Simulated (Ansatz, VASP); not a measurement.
## Al3Ni2 in VASP and in Ansatz

```
Al Ni
1.0
     4.04317    0.00000    0.00000
    -2.02159    3.50149    0.00000
     0.00000    0.00000    4.90806
Al Ni
3 2
Direct
  0.00000 0.00000 0.00000
  0.33333 0.66667 0.64843
  0.66667 0.33333 0.35157
  0.33333 0.66667 0.14514
  0.66667 0.33333 0.85486
```

Change from the starting cell: equal strain along all axes, cell held, atoms relaxed: +1.0 %.

Alike in both runs: functional PBEsol; k mesh 12 × 12 × 8; occupations gaussian, width 0.1 eV; no spin polarisation.

Ansatz relaxed the structure, and its values are those at the end. VASP's run is a single point on that final structure, the one shown.

|  | VASP | Ansatz |
| --- | --- | --- |
| version | VASP 6.6.1 | Ansatz 0.2.0 |
| potentials or method | VASP PAW PBE potentials, release 64 (Al, Ni), cutoff 520 eV | scalar-relativistic, plane waves, PAW |
| valence electrons in the cell | 29 | 45 |

VASP gave:

| Property | Result |
| --- | --- |
| gap on the k mesh at the Fermi level (eV) | none |
| pressure (GPa) | -3.9 |
| rms of the force components (eV/Å) | 0.004 |

**Question.** What did Ansatz give for the same quantities?

**Answer.** gap on the k mesh at the Fermi level (eV): none; pressure (GPa): -4.0; rms of the force components (eV/Å): 0.000.

VASP's potentials were made for PBE, not for PBEsol. A gap of «none» marks a metal or a gap that the smearing closes. VASP's potentials hold 29 valence electrons a cell and Ansatz's 45, so a difference there can come from the potentials and not from the codes. Ansatz's warnings: stress scf threshold loose.
